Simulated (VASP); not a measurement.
The system is Al.

```
CELL_PARAMETERS angstrom
2.81246 0.00000 0.00000
-1.40623 2.43566 0.00000
0.00000 0.00000 4.86685
ATOMIC_POSITIONS crystal
Al 0.33333 0.66667 0.25000
Al 0.66667 0.33333 0.75000
```

| Quantity | Value |
| --- | --- |
| Program | VASP 6.6.1 |
| Task | relaxation of cell and atoms |
| Functional | PBEsol |
| Dispersion | D3(BJ) |
| Potentials or basis | VASP PAW PBE potentials, release 64 (Al) |
| Cutoff | 600 eV |
| k mesh | 11 × 11 × 6 |
| Occupations | fermi-dirac, width 0.05 eV |
| Spin | no spin polarisation |

At the start: pressure -4.4 GPa; volume 16.67 Å³/atom.

Question: Where does the relaxation end?

Answer: Over 7 steps the energy falls by 24.6 meV/atom and the volume is 15.69 Å³/atom (-5.8 %); space group P6_3/mmc (No. 194, to 0.05 Å).

The path:
```tsv
step	energy change (eV)	largest force (eV/Å)	pressure (GPa)	volume (Å³)
1	0.0000	0.0000	-4.36	33.34
2	-0.0416	0.0000	0.67	31.19
3	-0.0418	0.0000	1.07	31.05
4	-0.0479	0.0000	0.87	31.09
5	-0.0483	0.0000	0.88	31.08
6	-0.0491	0.0000	-0.20	31.46
7	-0.0492	0.0000	0.00	31.39
```

Final structure:
```
Al
1.0
     2.79921    0.00000    0.00000
    -1.39961    2.42419    0.00000
     0.00000    0.00000    4.62571
Al
2
Direct
  0.33333 0.66667 0.25000
  0.66667 0.33333 0.75000
```

Caveat: the PAW data sets were made with another functional, which shifts forces and pressure a little; pairwise dispersion overbinds metals, which lowers pressure and volume.
